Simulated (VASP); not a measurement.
# HC4 in VASP: notebook

The runs below take HC4 through single point, with PBE+D3(BJ).

Everything below comes from runs of VASP 6.6.1. Logs are shortened: lines on timing, memory, paths and dates and some standing lists are left out, and cuts for length are marked.

## Step 1: The cell of the first run

The cell holds a slab with vacuum, 10 atoms: a = 4.931 Å, b = 4.931 Å, c = 18.000 Å, α = 90.00°, β = 90.00°, γ = 120.00°.

## Step 2: Single point, PBE+D3(BJ)

File INCAR:

```
SYSTEM = HC4
PREC     = Accurate       ! precision mode
ENCUT    = 520            ! plane-wave cutoff, eV
EDIFF    = 1E-7           ! SCF threshold, eV
ISMEAR   = 0              ! smearing method
SIGMA    = 0.1            ! smearing width, eV
LREAL    = .FALSE.        ! projectors in reciprocal space
LASPH    = .TRUE.         ! aspherical terms in the spheres
NELM     = 100            ! most SCF steps
ALGO     = Normal         ! electronic algorithm
ISIF     = 2              ! what is computed and relaxed
LWAVE    = .FALSE.        ! write WAVECAR
LCHARG   = .FALSE.        ! write CHGCAR
LDIPOL   = .TRUE.       
IDIPOL   = 3            
DIPOL    = 0.5 0.5 0.256
GGA      = PE             ! functional
IVDW     = 12             ! dispersion correction
NBANDS   = 28             ! bands
```

File KPOINTS:

```
regular mesh
0
G
  6 6 1
  0 0 0
```

File POSCAR:

```
HC4
1.0
    4.9314011428      0.0000000001      0.0000000000
   -2.4657005715      4.2707186659      0.0000000000
    0.0000000000      0.0000000000     18.0000000000
C H
8 2
Direct
    0.1666666667      0.3333333333      0.2222222222
    0.1666666667      0.8333333333      0.2222222222
    0.6666666667      0.3333333333      0.2222222222
    0.6666666667      0.8333333333      0.2222222222
    0.3333333333      0.1666666667      0.2222222222
    0.3333333333      0.6666666667      0.2222222222
    0.8333333333      0.1666666667      0.2222222222
    0.8333333333      0.6666666667      0.2222222222
    0.1739562988      0.1739571079      0.3888888889
    0.3260437012      0.3260428921      0.3888888889
```

Potentials or basis: VASP PAW PBE potentials, release 64 (C, H).

Run with:

```console
$ cat potpaw_PBE.64/C/POTCAR potpaw_PBE.64/H/POTCAR > POTCAR
$ mpirun -np 1 vasp_std > vasp.out
```

OUTCAR:

```text
SYSTEM = HC4
   PREC = Accurate
   ENCUT = 520
   EDIFF = 1E-7
   ISMEAR = 0
   LREAL = .FALSE.
   LASPH = .TRUE.
   NELM = 100
   ISIF = 2
   GGA = PE
   IVDW = 12
 IVDW          = 12

 ion  position               nearest neighbor table
   1  0.167  0.333  0.222-   5 1.42   7 1.42   6 1.42
   2  0.167  0.833  0.222-   6 1.42   8 1.42   5 1.42
   3  0.667  0.333  0.222-   7 1.42   5 1.42   8 1.42
   4  0.667  0.833  0.222-   8 1.42   6 1.42   7 1.42
   5  0.333  0.167  0.222-   1 1.42   3 1.42   2 1.42
   6  0.333  0.667  0.222-   2 1.42   4 1.42   1 1.42
   7  0.833  0.167  0.222-   3 1.42   1 1.42   4 1.42
   8  0.833  0.667  0.222-   4 1.42   2 1.42   3 1.42
   9  0.174  0.174  0.389-  10 0.75
  10  0.326  0.326  0.389-   9 0.75

  LATTYP: Found a hexagonal cell.
 ALAT       =     4.9314011428
 C/A-ratio  =     3.6500782392

  Lattice vectors:

 A1 = (   4.9314011428,   0.0000000001,   0.0000000000)
 A2 = (  -2.4657005715,   4.2707186659,   0.0000000000)
 A3 = (   0.0000000000,   0.0000000000,  18.0000000000)

Analysis of symmetry for initial positions (statically):
=====================================================================
 Subroutine PRICEL returns:
 Original cell was already a primitive cell.

 Routine SETGRP: Setting up the symmetry group for a
 hexagonal supercell.

 Subroutine GETGRP returns: Found  4 space group operations
 (whereof  2 operations were pure point group operations)
 out of a pool of 24 trial point group operations.

The static configuration has the point symmetry C_1h.
 The point group associated with its full space group is C_2v.

Analysis of symmetry for dynamics (positions and initial velocities):
=====================================================================
 Subroutine PRICEL returns:
 Original cell was already a primitive cell.

 Routine SETGRP: Setting up the symmetry group for a
 hexagonal supercell.

 Subroutine GETGRP returns: Found  4 space group operations
 (whereof  2 operations were pure point group operations)
 out of a pool of 24 trial point group operations.

The dynamic configuration has the point symmetry C_1h.
 The point group associated with its full space group is C_2v.

 Subroutine INISYM returns: Found  4 space group operations
 (whereof  2 operations are pure point group operations),
 and found     1 'primitive' translations

----------------------------------------------------------------------------------------

                                     Primitive cell

  volume of cell :     379.0913

  direct lattice vectors                    reciprocal lattice vectors
     4.931401143  0.000000000  0.000000000     0.202782124  0.117076314  0.000000000
    -2.465700572  4.270718666  0.000000000    -0.000000000  0.234152628  0.000000000
     0.000000000  0.000000000 18.000000000     0.000000000  0.000000000  0.055555556

  length of vectors
     4.931401143  4.931401143 18.000000000     0.234152628  0.234152628  0.055555556

  position of ions in fractional coordinates (direct lattice)
     0.166666667  0.333333333  0.222222222
     0.166666667  0.833333333  0.222222222
     0.666666667  0.333333333  0.222222222
     0.666666667  0.833333333  0.222222222
     0.333333333  0.166666667  0.222222222
     0.333333333  0.666666667  0.222222222
     0.833333333  0.166666667  0.222222222
     0.833333333  0.666666667  0.222222222
     0.173956299  0.173957108  0.388888889
     0.326043701  0.326042892  0.388888889

  ion indices of the primitive-cell ions
   primitive index   ion index
                 1           1
                 2           2
                 3           3
                 4           4
                 5           5
                 6           6
                 7           7
                 8           8
                 9           9
                10          10

----------------------------------------------------------------------------------------

 KPOINTS: regular mesh

Automatic generation of k-mesh.
 Grid dimensions read from file:
 generate k-points for:    6    6    1

 Generating k-lattice:

  Cartesian coordinates                     Fractional coordinates (reciprocal lattice)
     0.033797021  0.019512719  0.000000000     0.166666667  0.000000000  0.000000000
    -0.000000000  0.039025438  0.000000000     0.000000000  0.166666667  0.000000000
     0.000000000  0.000000000  0.055555556     0.000000000  0.000000000  1.000000000

  Length of vectors
     0.039025438  0.039025438  0.055555556

  Shift w.r.t. Gamma in fractional coordinates (k-lattice)
     0.000000000  0.000000000  0.000000000

 Subroutine IBZKPT returns following result:
 ===========================================

 Found     13 irreducible k-points:

 Following reciprocal coordinates:
            Coordinates               Weight
  0.000000  0.000000  0.000000      1.000000
  0.166667  0.000000  0.000000      4.000000
 -0.166667  0.166667  0.000000      2.000000
  0.333333  0.000000  0.000000      4.000000
 -0.333333  0.333333  0.000000      2.000000
  0.500000  0.000000  0.000000      2.000000
  0.500000  0.500000  0.000000      1.000000
  0.166667  0.166667  0.000000      2.000000
 -0.166667  0.333333  0.000000      4.000000
  0.333333  0.166667  0.000000      4.000000
 -0.166667  0.500000  0.000000      4.000000
  0.500000  0.333333  0.000000      4.000000
  0.333333  0.333333  0.000000      2.000000
   k-points           NKPTS =     13   k-points in BZ     NKDIM =     13   number of bands    NBANDS=     28
   number of dos      NEDOS =    301   number of ions     NIONS =     10
   total plane-waves  NPLWV = 224000
   dimension x,y,z NGX =    40 NGY =   40 NGZ =  140
   dimension x,y,z NGXF=    80 NGYF=   80 NGZF=  280
   ions per type =               8   2
   NGX,Y,Z   is equivalent  to a cutoff of  13.48, 13.48, 12.93 a.u.
   NGXF,Y,Z  is equivalent  to a cutoff of  26.97, 26.97, 25.86 a.u.
 SYSTEM =  HC4
   PREC   = accura    normal or accurate (medium, high low for compatibility)
   ISTART =      0    job   : 0-new  1-cont  2-samecut
   ICHARG =      2    charge: 1-file 2-atom 10-const
   ISPIN  =      1    spin polarized calculation?
   LNONCOLLINEAR =      F non collinear calculations
   LSORBIT =      F    spin-orbit coupling
   LASPH  =      T    aspherical Exc in radial PAW
   ENCUT  =  520.0 eV  38.22 Ry    6.18 a.u.   9.17  9.17 33.47*2*pi/ulx,y,z
   NELM   =    100;   NELMIN=  2; NELMDL= -5     # of ELM steps
   EDIFF  = 0.1E-06   stopping-criterion for ELM
   LREAL  =      F    real-space projection
   EDIFFG = 0.1E-05   stopping-criterion for IOM
   NSW    =      0    number of steps for IOM
   IBRION =     -1    ionic relax: 0-MD 1-quasi-New 2-CG
   NFREE  =      0    steps in history (QN), initial steepest desc. (CG)
   ISIF   =      2    stress and relaxation
   ISYM   =      2    0-nonsym 1-usesym 2-fastsym
   POTIM  = 0.5000    time-step for ionic-motion
   TEBEG  =    0.0;   TEEND  =   0.0 temperature during run
   PSTRESS=    0.0 pullay stress
   NELECT =      34.0000    total number of electrons
   NUPDOWN=      -1.0000    fix difference up-down
   EMIN   =  10.00;   EMAX   =-10.00  energy-range for DOS
   EFERMI =   0.00;   METHOD = LEGACY
   ISMEAR =     0;   SIGMA  =   0.10  broadening in eV -4-tet -1-fermi 0-gaus
   EFERMI_NEDOS =   21; number of points for ismear=-14 and -15
   IALGO  =     38    algorithm
   IMIX   =      4    mixing-type and parameters
     AMIX     =   0.40;   BMIX     =  1.00
     AMIX_MAG =   1.60;   BMIX_MAG =  1.00
  volume/ion in A,a.u.               =      37.91       255.82
  Fermi-wavevector in a.u.,A,eV,Ry     =   0.732802  1.384795  7.306308  0.536999
  Thomas-Fermi vector in A             =   1.825354
   LORBIT       =      0    0 simple, 1 ext, 2 COOP (PROOUT), +10 PAW based schemes
   GGA     = PE    functional components
   LHFCALC =     F    Hartree Fock is set to
   AEXX    =    0.0000 exact exchange contribution
   IVDW    =    12    specifies the selected vdW correction
   LEPSILON=     F    determine dielectric tensor
   LRPA    =     F    only Hartree local field effects (RPA)
 non-spin polarized calculation
 Gauss-broadening in eV      SIGMA  =   0.10
  energy-cutoff  :      520.00
  volume of cell :      379.09
 maximum number of plane-waves:     10258
 NGX is ok and might be reduce to    40
   NGX = 19   NGY = 19   NGZ = 67

 dipolmoment           0.000000      0.000000     -0.000830 electrons x Angstroem

 number of electron      33.9999997 magnetization

 dipolmoment           0.000000      0.000000      0.003836 electrons x Angstroem

 Free energy of the ion-electron system (eV)
  ---------------------------------------------------
  ext. energy  EPLUGINS =         0.00000000
  ---------------------------------------------------
  free energy    TOTEN  =       -80.54728700 eV

  energy without entropy =      -80.54101932  energy(sigma->0) =      -80.54415316

 E-fermi :  -2.5009     XC(G=0):  -2.8081

 val. band max:       -2.5022061729   @ k =   0.3333   0.3333   0.0000
 cond. band min:      -2.4995666355   @ k =   0.3333   0.3333   0.0000
 fundamental gap:      0.0026395374
 Fermi energy:        -2.5008864042

 k-point     1 :       0.0000    0.0000    0.0000
  band No.  band energies     occupation
      1     -22.0240      2.00000
      2     -16.7813      2.00000
      3     -16.7811      2.00000
      4     -16.7809      2.00000
      5     -15.7402      2.00000
      6     -15.7401      2.00000
[... 20 lines left out ...]
     27       4.8700      0.00000
     28       4.8703      0.00000
[... 342 lines left out ...]
 k-point    13 :       0.3333    0.3333    0.0000
  band No.  band energies     occupation
      1     -20.0803      2.00000
      2     -20.0763      2.00000
      3     -20.0734      2.00000
      4     -15.0999      2.00000
      5     -15.0996      2.00000
      6     -13.0602      2.00000
[... 20 lines left out ...]
     27       4.1481      0.00000
     28       4.6149      0.00000

------------------------ aborting loop because EDIFF is reached ----------------------------------------

 vacuum level on the upper side and lower side of the slab       (xc-potential included)         0.006        -0.027

 Edisp (eV)   -0.77571

 E8    (eV) :    -0.2359

  FORCE on cell =-STRESS in cart. coord.  units (eV):
  Direction    XX          YY          ZZ          XY          YZ          ZX
  --------------------------------------------------------------------------------------
  -------------------------------------------------------------------------------------
  Total       0.25019     0.22174     0.05161    -0.02465     0.00000     0.00000
  in kB       1.05741     0.93714     0.21811    -0.10416     0.00000     0.00000
  external pressure =        0.74 kB  Pullay stress =        0.00 kB

 VOLUME and BASIS-vectors are now :
 -----------------------------------------------------------------------------
  energy-cutoff  :      520.00
  volume of cell :      379.09
      direct lattice vectors                 reciprocal lattice vectors
     4.931401143  0.000000000  0.000000000     0.202782124  0.117076314  0.000000000
    -2.465700572  4.270718666  0.000000000    -0.000000000  0.234152628  0.000000000
     0.000000000  0.000000000 18.000000000     0.000000000  0.000000000  0.055555556

 POSITION                                       TOTAL-FORCE (eV/Angst)
 -----------------------------------------------------------------------------------
      0.00000      1.42357      4.00000         0.002956     -0.001706     -0.045801
     -1.23285      3.55893      4.00000         0.001372      0.019747      0.004033
      2.46570      1.42357      4.00000        -0.016416     -0.011062      0.004033
      1.23285      3.55893      4.00000        -0.006648      0.003838      0.016924
      1.23285      0.71179      4.00000        -0.002956      0.001706     -0.045801
     -0.00000      2.84715      4.00000        -0.001372     -0.019747      0.004033
      3.69855      0.71179      4.00000         0.016416      0.011062      0.004033
      2.46570      2.84715      4.00000         0.006648     -0.003838      0.016924
      0.42892      0.74292      7.00000        -0.004588     -0.007946      0.020812
      0.80393      1.39244      7.00000         0.004588      0.007946      0.020812
 -----------------------------------------------------------------------------------
    total drift:                               -0.001673      0.002855      0.000456

  FREE ENERGIE OF THE ION-ELECTRON SYSTEM (eV)
  ---------------------------------------------------
  free  energy   TOTEN  =       -81.3229971802 eV

  energy  without entropy=      -81.3167294989  energy(sigma->0) =      -81.31986334

 vacuum level on the upper side and lower side of the slab         1.765         1.732
```

It took 2.1 min on 1 thread of Intel Xeon 6975P-C (Granite Rapids), shared host; peak memory 0.53 GiB.

Results:

```
Free energy                : -81.3230 eV
Largest force              : 0.046 eV/Å
Dispersion energy per atom : -0.078 eV
```

Forces on the atoms (eV/Å):
```
C    0.003 -0.002 -0.046
C    0.001  0.020  0.004
C   -0.016 -0.011  0.004
C   -0.007  0.004  0.017
C   -0.003  0.002 -0.046
C   -0.001 -0.020  0.004
C    0.016  0.011  0.004
C    0.007 -0.004  0.017
H   -0.005 -0.008  0.021
H    0.005  0.008  0.021
```

## Step 3: Single point, PBE+D3(BJ)

File INCAR:

```
SYSTEM = HC4
PREC = Accurate ; ENCUT = 520
EDIFF = 1E-7 ; ISMEAR = 0
SIGMA = 0.1 ; LREAL = .FALSE.
LASPH = .TRUE. ; NELM = 100
ALGO = Normal ; ISIF = 2
LWAVE = .FALSE. ; LCHARG = .FALSE.
LDIPOL = .TRUE. ; IDIPOL = 3
DIPOL = 0.5 0.5 0.231 ; GGA = PE
IVDW = 12 ; NBANDS = 28
```

KPOINTS is that of step 2.

POSCAR: that of step 2 with these lines changed.

```diff
@@ -16,3 +16,3 @@
     0.8333333333      0.6666666667      0.2222222222
-    0.1739562988      0.1739571079      0.3888888889
-    0.3260437012      0.3260428921      0.3888888889
+    0.1302565185      0.1302577926      0.2650000000
+    0.3697434815      0.3697422074      0.2650000000
```

Potentials or basis: VASP PAW PBE potentials, release 64 (C, H).

Run with:

```console
$ cat potpaw_PBE.64/C/POTCAR potpaw_PBE.64/H/POTCAR > POTCAR
$ mpirun -np 1 vasp_std > vasp.out
```

OUTCAR:

```text
SYSTEM = HC4
   PREC = Accurate
   ENCUT = 520
   EDIFF = 1E-7
   ISMEAR = 0
   LREAL = .FALSE.
   LASPH = .TRUE.
   NELM = 100
   ISIF = 2
   GGA = PE
   IVDW = 12
 IVDW          = 12

 ion  position               nearest neighbor table
   1  0.167  0.333  0.222-   9 1.20  10 1.20   5 1.42   7 1.42   6 1.42
   2  0.167  0.833  0.222-   6 1.42   8 1.42   5 1.42
   3  0.667  0.333  0.222-   7 1.42   5 1.42   8 1.42
   4  0.667  0.833  0.222-   8 1.42   6 1.42   7 1.42
[... 626 lines left out ...]
  external pressure =       41.00 kB  Pullay stress =        0.00 kB

 VOLUME and BASIS-vectors are now :
 -----------------------------------------------------------------------------
  energy-cutoff  :      520.00
  volume of cell :      379.09
      direct lattice vectors                 reciprocal lattice vectors
     4.931401143  0.000000000  0.000000000     0.202782124  0.117076314  0.000000000
    -2.465700572  4.270718666  0.000000000    -0.000000000  0.234152628  0.000000000
     0.000000000  0.000000000 18.000000000     0.000000000  0.000000000  0.055555556

 POSITION                                       TOTAL-FORCE (eV/Angst)
 -----------------------------------------------------------------------------------
      0.00000      1.42357      4.00000        -4.034701      2.329436     -3.663459
     -1.23285      3.55893      4.00000        -0.095253     -1.880961     -0.241520
      2.46570      1.42357      4.00000         1.581334      1.022973     -0.241520
      1.23285      3.55893      4.00000         0.185600     -0.107156     -0.210367
      1.23285      0.71179      4.00000         4.034701     -2.329436     -3.663459
     -0.00000      2.84715      4.00000         0.095253      1.880961     -0.241520
      3.69855      0.71179      4.00000        -1.581334     -1.022973     -0.241520
      2.46570      2.84715      4.00000        -0.185600      0.107156     -0.210367
      0.32117      0.55629      4.77000        -1.438990     -2.492403      4.356866
      0.91168      1.57906      4.77000         1.438990      2.492403      4.356866
 -----------------------------------------------------------------------------------
    total drift:                               -0.002321      0.004311      0.000588

  FREE ENERGIE OF THE ION-ELECTRON SYSTEM (eV)
  ---------------------------------------------------
  free  energy   TOTEN  =       -72.5549133566 eV

  energy  without entropy=      -72.5454143351  energy(sigma->0) =      -72.55016385

 vacuum level on the upper side and lower side of the slab         1.188         2.291
```

It took 2.5 min on 1 thread of Intel Xeon 6975P-C (Granite Rapids), shared host; peak memory 0.53 GiB.

What came out:

* Free energy: -72.5549 eV
* Largest force: 5.927 eV/Å
* Band gap on the k mesh: zero (band 17 reaches -0.49 eV, above the bottom of band 18 at -1.74 eV)
* Dispersion energy per atom: -0.080 eV

Forces in eV/Å, atoms in the order of the input:
```
C   -4.035  2.329 -3.663
C   -0.095 -1.881 -0.242
C    1.581  1.023 -0.242
C    0.186 -0.107 -0.210
C    4.035 -2.329 -3.663
C    0.095  1.881 -0.242
C   -1.581 -1.023 -0.242
C   -0.186  0.107 -0.210
H   -1.439 -2.492  4.357
H    1.439  2.492  4.357
```

## Step 4: Single point, PBE+D3(BJ)

File INCAR:

```
ALGO     = Normal         # electronic algorithm
DIPOL    = 0.5 0.5 0.256
EDIFF    = 1E-6           # SCF threshold, eV
ENCUT    = 520            # plane-wave cutoff, eV
GGA      = PE             # functional
IDIPOL   = 3            
ISIF     = 2              # what is computed and relaxed
ISMEAR   = 0              # smearing method
IVDW     = 12             # dispersion correction
LASPH    = True           # aspherical terms in the spheres
LCHARG   = False          # write CHGCAR
LDIPOL   = True         
LREAL    = False          # projectors in reciprocal space
LWAVE    = False          # write WAVECAR
NBANDS   = 28             # bands
NELM     = 80             # most SCF steps
PREC     = Accurate       # precision mode
SIGMA    = 0.1            # smearing width, eV
```

File KPOINTS:

```
k-points
0
Gamma
  6 6 1
```

POSCAR: that of step 3 with these lines changed.

```diff
@@ -16,3 +16,3 @@
     0.8333333333      0.6666666667      0.2222222222
-    0.1302565185      0.1302577926      0.2650000000
-    0.3697434815      0.3697422074      0.2650000000
+    0.1302565185      0.1302577926      0.3888888889
+    0.3697434815      0.3697422074      0.3888888889
```

Run with:

```console
$ cat potpaw_PBE.64/C/POTCAR potpaw_PBE.64/H/POTCAR > POTCAR
$ mpirun -np 1 vasp_std > vasp.out
```

It took 2.1 min on 1 thread of Intel Xeon 6975P-C (Granite Rapids), shared host; peak memory 0.53 GiB.

Results (log left out):

```yaml
Free_energy: -79.8681 eV
Largest_force: 4.663 eV/Å
Dispersion_energy_per_atom: -0.081 eV
```

Forces in eV/Å, atoms in the order of the input:
```
C    0.003 -0.002 -0.056
C    0.005  0.028  0.006
C   -0.022 -0.018  0.006
C   -0.012  0.007  0.027
C   -0.003  0.002 -0.056
C   -0.005 -0.028  0.006
C    0.022  0.018  0.006
C    0.012 -0.007  0.027
H    2.332  4.039  0.017
H   -2.332 -4.039  0.017
```

Levels at points of the mesh, in eV from the Fermi level:
```csv
k point,band 14,band 15,band 16,band 17,band 18,band 19,band 20,band 21
"(0.00, 0.00, 0.00)",-3.04,-2.36,-2.36,-2.35,1.59,1.68,1.68,3.44
"(0.50, 0.00, 0.00)",-5.05,-4.43,-2.74,-2.72,1.96,2.82,2.82,5.54
"(0.50, 0.50, 0.00)",-5.05,-4.47,-2.75,-2.72,2.81,2.82,3.09,4.30
```
